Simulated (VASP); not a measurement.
# Cl (Cmce) in VASP: a series of runs, part 2 of 2

VASP 6.6.1. The steps go on from the part before.

## Step 4: Relaxation of cell and atoms, PBE, target pressure 4 GPa, at which the enthalpy is minimised

INCAR

```
SYSTEM = Cl
PREC = Accurate
ENCUT = 600
EDIFF = 1E-7
ISMEAR = 0
SIGMA = 0.01
LREAL = .False.
LASPH = .True.
NELM = 60
ALGO = Normal
ISIF = 3
LWAVE = .False.
LCHARG = .False.
GGA = PE
IBRION = 2
NSW = 60
EDIFFG = -0.01
PSTRESS = 40.0
```

KPOINTS

```
regular mesh
0
Gamma
  6 6 2
  0 0 0
```

POSCAR

```
Cl
1.0
    3.1450000000     -2.2500000000      0.0000000000
    3.1450000000      2.2500000000      0.0000000000
    0.0000000000      0.0000000000      8.2100000000
Cl
4
Direct
    0.8700000000      0.1300000000      0.1000000000
    0.6300000000      0.3700000000      0.6000000000
    0.1300000000      0.8700000000      0.9000000000
    0.3700000000      0.6300000000      0.4000000000
```

Potentials or basis: VASP PAW PBE potentials, release 64 (Cl).

On the command line:

```bash
cat potpaw_PBE.64/Cl/POTCAR > POTCAR
mpirun -np 1 vasp_std > vasp.out
```

OUTCAR:

```text
SYSTEM = Cl
   PREC = Accurate
   ENCUT = 600
   EDIFF = 1E-7
   ISMEAR = 0
   LREAL = .False.
   LASPH = .True.
   NELM = 60
   ISIF = 3
   GGA = PE
   IBRION = 2
   NSW = 60
   EDIFFG = -0.01
   PSTRESS = 40.0

 ion  position               nearest neighbor table
   1  0.870  0.130  0.100-   3 2.02
   2  0.630  0.370  0.600-   4 2.02
   3  0.130  0.870  0.900-   1 2.02
   4  0.370  0.630  0.400-   2 2.02

  LATTYP: Found a base centered orthorhombic cell.
 ALAT       =     4.5000000000
 B/A-ratio  =     1.3977777778
 C/A-ratio  =     1.8244444444

  Lattice vectors:

 A1 = (  -3.1450000000,  -2.2500000000,   0.0000000000)
 A2 = (   3.1450000000,  -2.2500000000,   0.0000000000)
 A3 = (   0.0000000000,   0.0000000000,   8.2100000000)

Analysis of symmetry for initial positions (statically):
=====================================================================
 Subroutine PRICEL returns:
 Original cell was already a primitive cell.

 Routine SETGRP: Setting up the symmetry group for a
 base centered orthorhombic supercell.

 Subroutine GETGRP returns: Found  8 space group operations
 (whereof  4 operations were pure point group operations)
 out of a pool of  8 trial point group operations.

The static configuration has the point symmetry C_2h.
 The point group associated with its full space group is D_2h.

Analysis of symmetry for dynamics (positions and initial velocities):
=====================================================================
 Subroutine PRICEL returns:
 Original cell was already a primitive cell.

 Routine SETGRP: Setting up the symmetry group for a
 base centered orthorhombic supercell.

 Subroutine GETGRP returns: Found  8 space group operations
 (whereof  4 operations were pure point group operations)
 out of a pool of  8 trial point group operations.

The dynamic configuration has the point symmetry C_2h.
 The point group associated with its full space group is D_2h.

 Subroutine INISYM returns: Found  8 space group operations
 (whereof  4 operations are pure point group operations),
 and found     1 'primitive' translations

----------------------------------------------------------------------------------------

                                     Primitive cell

  volume of cell :     116.1920

  direct lattice vectors                    reciprocal lattice vectors
[... 108 lines left out ...]
   IALGO  =     38    algorithm
   IMIX   =      4    mixing-type and parameters
     AMIX     =   0.40;   BMIX     =  1.00
     AMIX_MAG =   1.60;   BMIX_MAG =  1.00
  volume/ion in A,a.u.               =      29.05       196.03
  Fermi-wavevector in a.u.,A,eV,Ry     =   1.018753  1.925163 14.120900  1.037857
  Thomas-Fermi vector in A             =   2.152228
   LORBIT       =      0    0 simple, 1 ext, 2 COOP (PROOUT), +10 PAW based schemes
   GGA     = PE    functional components
   LHFCALC =     F    Hartree Fock is set to
   AEXX    =    0.0000 exact exchange contribution
   IVDW    =     0    specifies the selected vdW correction
   LEPSILON=     F    determine dielectric tensor
   LRPA    =     F    only Hartree local field effects (RPA)
 conjugate gradient relaxation of ions
 non-spin polarized calculation
 Gauss-broadening in eV      SIGMA  =   0.01
  energy-cutoff  :      600.00
  volume of cell :      116.19
 maximum number of plane-waves:      3896
   NGX = 15   NGY = 15   NGZ = 33

--------------------------------------- Ionic step        1  -------------------------------------------

 number of electron      27.9999999 magnetization

 Free energy of the ion-electron system (eV)
  ---------------------------------------------------
  ext. energy  EPLUGINS =         0.00000000
  ---------------------------------------------------
  free energy    TOTEN  =        -7.31405924 eV

  energy without entropy =       -7.31405924  energy(sigma->0) =       -7.31405924

 E-fermi :  -0.5297     XC(G=0):  -7.7356

 val. band max:       -0.6217787592   @ k =   0.5000   0.5000   0.0000
 cond. band min:       1.9163620095   @ k =   0.0000   0.0000   0.0000
 fundamental gap:      2.5381407687
 Fermi energy:        -0.5296932569

 k-point     1 :       0.0000    0.0000    0.0000
  band No.  band energies     occupation
      1     -17.2017      2.00000
      2     -16.9988      2.00000
      3     -13.2254      2.00000
      4     -12.6881      2.00000
      5      -5.9063      2.00000
      6      -5.1085      2.00000
[... 610 lines left out ...]
  energy  without entropy=       -7.2193684412  energy(sigma->0) =       -7.21936844

  enthalpy is  TOTEN    =        -4.5156062553 eV   P V=        2.7037621859

[... ionic steps 4 to 25 ...]

--------------------------------------- Ionic step       26  -------------------------------------------

 number of electron      28.0000000 magnetization

------------------------ aborting loop because EDIFF is reached ----------------------------------------
[... 75 lines left out ...]
--------------------------------------- Ionic step       28  -------------------------------------------

 number of electron      28.0000000 magnetization

 Free energy of the ion-electron system (eV)
  ---------------------------------------------------
  ext. energy  EPLUGINS =         0.00000000
  ---------------------------------------------------
  free energy    TOTEN  =        -7.05517619 eV

  energy without entropy =       -7.05517619  energy(sigma->0) =       -7.05517619

 E-fermi :   1.5291     XC(G=0):  -8.8786

 val. band max:        1.4201687043   @ k =   0.0000   0.0000   0.0000
 cond. band min:       3.6934183205   @ k =   0.5000   0.5000   0.0000
 fundamental gap:      2.2732496162
 Fermi energy:         1.5290547488

 k-point     1 :       0.0000    0.0000    0.0000
  band No.  band energies     occupation
      1     -15.7246      2.00000
      2     -15.1964      2.00000
      3     -12.0515      2.00000
      4     -10.6572      2.00000
      5      -4.6682      2.00000
      6      -2.8550      2.00000
[... 530 lines left out ...]
  energy  without entropy=       -7.0551761887  energy(sigma->0) =       -7.05517619

  enthalpy is  TOTEN    =        -4.7667833900 eV   P V=        2.2883927987

 reached required accuracy - stopping structural energy minimisation
```

OSZICAR:

```text
N       E                     dE             d eps       ncg     rms          rms(c)
DAV:   1     0.213011761955E+03    0.21301E+03   -0.13202E+04   936   0.147E+03
[... 282 lines left out ...]
DAV:   1    -0.705744568598E+01   -0.88771E-02   -0.55461E-01   960   0.465E+00    0.411E-01
DAV:   2    -0.705608971979E+01    0.13560E-02   -0.26628E-02  1144   0.112E+00    0.224E-01
DAV:   3    -0.705530657636E+01    0.78314E-03   -0.10694E-03  1080   0.219E-01    0.117E-01
DAV:   4    -0.705517614008E+01    0.13044E-03   -0.35865E-04  1102   0.121E-01    0.523E-02
DAV:   5    -0.705517656712E+01   -0.42704E-06   -0.18272E-05  1112   0.313E-02    0.153E-02
DAV:   6    -0.705517620371E+01    0.36341E-06   -0.22331E-06  1124   0.106E-02    0.471E-03
DAV:   7    -0.705517618870E+01    0.15009E-07   -0.16321E-07   590   0.336E-03
  28 F= -.47667834E+01 E0= -.47667834E+01  d E =-.648404E-03
```

Wall time 6.3 min (1 thread of Intel Xeon 6975P-C (Granite Rapids), shared host); peak memory 0.28 GiB.

Results:

| Property | Result |
| --- | --- |
| Free energy | -7.0552 eV |
| Relaxed volume | 22.92 Å³/atom |
| Relaxed cell | a = 3.582 Å, b = 3.582 Å, c = 7.845 Å, α = 90.00°, β = 90.00°, γ = 65.60° |
| Space group after relaxing (to 0.1 Å) | Cmce (No. 64) |
| Energy change on relaxing (the run minimises the enthalpy) | +64.7 meV/atom |
| Ionic steps | 28 |
| Pressure after relaxing | 4.0 GPa |
| Largest force after relaxing | 0.007 eV/Å |
| Band gap on the k mesh | 2.27 eV (least direct gap 2.28 eV) |

Forces on the atoms (eV/Å):
```
Cl   0.000 -0.004 -0.006
Cl   0.000  0.004 -0.006
Cl   0.000  0.004  0.006
Cl   0.000 -0.004  0.006
```

Step by step:
| step | energy change (eV) | largest force (eV/Å) | pressure (GPa) | volume (Å³) |
| --- | --- | --- | --- | --- |
| 1 | 0.0000 | 0.1751 | 0.33 | 116.19 |
| 2 | 0.1854 | 1.6238 | 4.78 | 105.36 |
| 3 | 0.0947 | 1.0586 | 3.31 | 108.30 |
| 4 | 0.1285 | 0.8111 | 3.57 | 102.38 |
| 5 | 0.4071 | 0.3160 | 6.10 | 87.42 |
| 6 | 0.3061 | 0.4405 | 5.18 | 91.04 |
| 7 | 0.3216 | 0.4189 | 5.32 | 90.41 |
| 8 | 0.2544 | 0.2597 | 2.93 | 92.92 |
| 9 | 0.2753 | 0.0442 | 3.94 | 91.80 |
| 10 | 0.2706 | 0.0389 | 3.93 | 91.87 |
| 11 | 0.2589 | 0.0259 | 3.93 | 92.08 |
| 12 | 0.2458 | 0.0397 | 4.00 | 92.45 |
| 13 | 0.2472 | 0.0333 | 3.98 | 92.38 |
| 14 | 0.2460 | 0.0836 | 3.70 | 92.38 |
| 15 | 0.2460 | 0.0966 | 3.66 | 92.38 |
| 16 | 0.2483 | 0.0897 | 3.70 | 92.27 |
| 17 | 0.2556 | 0.0695 | 3.83 | 91.91 |
| 18 | 0.2724 | 0.0360 | 4.11 | 91.20 |
| 19 | 0.2715 | 0.0370 | 4.09 | 91.23 |
| 20 | 0.2697 | 0.0323 | 4.08 | 91.29 |
| 21 | 0.2645 | 0.0226 | 4.06 | 91.48 |
| 22 | 0.2546 | 0.0397 | 4.02 | 91.86 |
| 23 | 0.2512 | 0.0284 | 3.87 | 91.99 |
| 24 | 0.2510 | 0.0293 | 3.86 | 92.00 |
| 25 | 0.2523 | 0.0245 | 3.88 | 91.94 |
| 26 | 0.2563 | 0.0112 | 3.95 | 91.77 |
| 27 | 0.2655 | 0.0195 | 4.07 | 91.41 |
| 28 | 0.2589 | 0.0074 | 3.99 | 91.66 |

Final structure:
```cif
data_structure
_symmetry_space_group_name_H-M 'P 1'
_symmetry_Int_Tables_number 1
_cell_length_a 3.5819
_cell_length_b 3.5819
_cell_length_c 7.8450
_cell_angle_alpha 90.000
_cell_angle_beta 90.000
_cell_angle_gamma 65.601
_cell_volume 91.66
loop_
_atom_site_label
_atom_site_type_symbol
_atom_site_fract_x
_atom_site_fract_y
_atom_site_fract_z
_atom_site_occupancy
Cl1 Cl 0.86639 0.13361 0.11079 1
Cl2 Cl 0.63361 0.36639 0.61079 1
Cl3 Cl 0.13361 0.86639 0.88921 1
Cl4 Cl 0.36639 0.63361 0.38921 1
```

Caveat: the cell is relaxed towards a set pressure, so the run minimises the enthalpy, not the energy; the volume moved by over 15 % at a fixed basis, so the end points are rough; this functional lacks dispersion, which holds the molecules together, so the pressure and a relaxed volume are unreliable. A k mesh can miss the band edges.

## Step 5: Summary

| cell | gap on the mesh (eV) | pressure (GPa) |
| --- | --- | --- |
| relaxed | 2.41 | 0.0 |
| relaxed to 2 GPa | 2.33 | 2.0 |
| relaxed to 4 GPa | 2.27 | 4.0 |

Alike in all rows: task relaxation of cell and atoms; level PBE; potentials or basis VASP PAW PBE potentials, release 64 (Cl); no spin polarisation; k mesh 6 × 6 × 2; cutoff (eV) 600; smearing gaussian 0.01 eV.

Caveats: this functional lacks dispersion, which holds the molecules together, so the pressure and a relaxed volume are unreliable; the volume moved by over 15 % at a fixed basis, so the end points are rough (at least some runs); the cell is relaxed towards a set pressure, so the run minimises the enthalpy, not the energy (at least some runs).

Total energies depend on the potentials used, so only differences within one code and one set of settings carry meaning.
